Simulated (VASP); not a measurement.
Wanted: the native input for a VASP 6.6.1 run.

* Task: relaxation of cell and atoms
* Functional: PBE
* Potentials or basis: VASP PAW PBE potentials, release 64 (Pt, S)
* Cutoff: 600 eV
* k mesh: 9 × 9 × 4
* Occupations: gaussian, width 0.02 eV
* Spin: no spin polarisation
* Dipole correction: no
* Further INCAR settings: ALGO = Normal; EDIFF = 1e-06; IBRION = 2; EDIFFG = -0.01; NSW = 100; ISIF = 3

The structure of PtS2 lies in POSCAR:

```
PtS2
1.0
    3.5770644762      0.0000000029      0.0000000000
   -1.7885322406      3.0978287059      0.0000000000
    0.0000000000      0.0000000000      6.4584011546
Pt S
1 2
Direct
    0.0000000000      0.0000000000      0.0000000000
    0.6666666667      0.3333333333      0.8099022393
    0.3333333333      0.6666666667      0.1900977607
```

The input as run:

INCAR

```
SYSTEM = PtS2
PREC     = Accurate       ! precision mode
ENCUT    = 600            ! plane-wave cutoff, eV
EDIFF    = 1E-6           ! SCF threshold, eV
ISMEAR   = 0              ! smearing method
SIGMA    = 0.02           ! smearing width, eV
LREAL    = .FALSE.        ! projectors in reciprocal space
LASPH    = .TRUE.         ! aspherical terms in the spheres
NELM     = 60             ! most SCF steps
ALGO     = Normal         ! electronic algorithm
ISIF     = 3              ! what is computed and relaxed
LWAVE    = .FALSE.        ! write WAVECAR
LCHARG   = .FALSE.        ! write CHGCAR
GGA      = PE             ! functional
IBRION   = 2              ! ionic algorithm
NSW      = 100            ! ionic steps
EDIFFG   = -0.01          ! ionic threshold
```

KPOINTS

```
Automatic mesh
0
G
  9 9 4
  0 0 0
```

Potentials or basis: VASP PAW PBE potentials, release 64 (Pt, S).

Run with:

```bash
$ cat potpaw_PBE.64/Pt/POTCAR potpaw_PBE.64/S/POTCAR > POTCAR
$ mpirun -np 1 vasp_std > vasp.out
```

Results of the run:

| Item | Value |
| --- | --- |
| Relaxed volume | 23.79 Å³/atom |
| Relaxed cell | a = 3.573 Å, b = 3.573 Å, c = 6.454 Å, α = 90.00°, β = 90.00°, γ = 120.00° |
| Space group after relaxing (to 0.05 Å) | P-3m1 (No. 164) |
| Energy gained by relaxing | 0.1 meV/atom |
| Ionic steps | 3 |
| Pressure after relaxing | 0.0 GPa |
| Band gap on the k mesh | 1.56 eV, direct |

Caveat: spin-orbit coupling is left out, which moves the levels of the heavy elements; this functional lacks dispersion, which binds the layers, so the pressure and a relaxed spacing across them are unreliable.

Run time: 3.4 min on 1 thread of AMD EPYC 7R13, with other jobs on the host, peak memory 0.22 GiB.
